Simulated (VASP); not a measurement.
Al5Si3C3N5:

```
Al Si C N
1.0
     6.19890    0.00000    0.00000
     0.00000    5.36841    0.00000
     0.00000    0.00000    5.00786
Al Si C N
5 3 3 5
Direct
  0.23015 0.17552 0.49999
  0.01509 0.66202 0.47883
  0.51442 0.69159 0.49514
  0.99434 0.32884 0.99002
  0.27562 0.81755 0.00053
  0.76291 0.16658 0.47857
  0.49257 0.31921 0.99355
  0.75027 0.83696 0.00591
  0.97389 0.30463 0.38938
  0.49652 0.28342 0.36534
  0.74247 0.16288 0.88348
  0.24164 0.82350 0.43121
  0.75222 0.81669 0.38928
  0.24019 0.15011 0.89899
  0.96603 0.65470 0.86335
  0.49913 0.61229 0.89350
```

Program: VASP 6.6.1. Alike in all runs: task single point; level PBEsol; potentials or basis VASP PAW PBE potentials, release 64 (Al, Si, C, N); no spin polarisation; cell as given; cutoff (eV) 520; smearing fermi-dirac 0.05 eV.

Task: Order these runs on this cell by their band gap on the k mesh, lowest first.
A. k mesh 1 × 1 × 2
B. k mesh 2 × 2 × 2, shifted
C. k mesh 1 × 1 × 1, shifted

Result: A (2.42 eV), B (3.11 eV), C (3.44 eV).

Caveats: all runs use coarse meshes.

A k mesh can miss the band edges, odd and even meshes differently.
